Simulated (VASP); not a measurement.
Ni, 1 atom in the cell. The structure is cubic, space group Fm-3m (No. 225). The conventional cell has a = 3.544 Å, b = 3.544 Å, c = 3.544 Å, α = 90.00°, β = 90.00°, γ = 90.00°. Ni (site symmetry m-3m) has 12 Ni at 2.51 Å within 3.3 Å. 

- Program: VASP 6.6.1
- Task: single point
- Functional: PBEsol
- Potentials or basis: VASP PAW PBE potentials, release 64 (Ni)
- Cutoff: 520 eV
- k mesh: 15 × 15 × 15
- Occupations: fermi-dirac, width 0.1 eV
- Spin: collinear spin, ferromagnetic start
- Starting moments: [0.72] μB
- Fixed moment: 0.72 μB
- Dipole correction: no
- Further INCAR settings: ALGO = Normal; EDIFF = 1e-07; NBANDS = 15

Potentials or basis: VASP PAW PBE potentials, release 64 (Ni).

The run is started by

```sh
$ cat potpaw_PBE.64/Ni/POTCAR > POTCAR
$ mpirun -np 1 vasp_std > vasp.out
```

Hardware: 1 thread of Intel(R) Xeon(R) Platinum 8375C CPU @ 2.90GHz (Ice Lake), with other jobs on the host.

Q: How long does it take, and how much memory?

A: Run time: 35 s on 1 thread of Intel(R) Xeon(R) Platinum 8375C CPU @ 2.90GHz (Ice Lake), with other jobs on the host, peak memory 0.15 GiB. Counts: scf iterations 14, k points 120.
